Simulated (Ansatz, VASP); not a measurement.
**Two plane-wave programs on ReS**

```
CELL_PARAMETERS angstrom
0.00577 2.61341 2.60945
2.58217 0.03608 2.57914
2.62675 2.62767 -0.00850
ATOMIC_POSITIONS crystal
Re 0.00750 0.00910 0.98891
S 0.24250 0.24090 0.26109
```

Change from the starting cell: all atoms moved at random (sigma 0.06 Å), cell strained at random (1 %).

Alike in both runs: task single point; functional PBE; k mesh 12 × 12 × 12; occupations gaussian, width 0.05 eV; collinear spin.

```csv
,VASP,Ansatz
version,VASP 6.6.1,Ansatz 0.2.0
potentials or method,"VASP PAW PBE potentials, release 64 (Re, S), cutoff 520 eV","scalar-relativistic, plane waves, PAW"
valence electrons in the cell,13,21
```

VASP gave:

```
gap on the k mesh at the Fermi level (eV)                     : none
pressure (GPa)                                                : 5.5
traceless stress, the component that is largest in VASP (GPa) : 5.89
rms of the force components (eV/Å)                            : 0.697
net moment per atom (μB)                                      : 0.01
```

Estimate Ansatz's values.

gap on the k mesh at the Fermi level (eV): none; pressure (GPa): 4.0; traceless stress, the component that is largest in VASP (GPa): 5.55; rms of the force components (eV/Å): 0.669; net moment per atom (μB): 0.00.

Atom by atom the forces differ by 0.028 eV/Å (rms over components). A gap of «none» marks a metal or a gap that the smearing closes. With one functional, cell and mesh, what is left measures potentials, basis and numerics. VASP's potentials hold 13 valence electrons a cell and Ansatz's 21, so a difference there can come from the potentials and not from the codes. Ansatz's warnings: seeded moment not kept.

Neither program's run includes spin-orbit coupling.
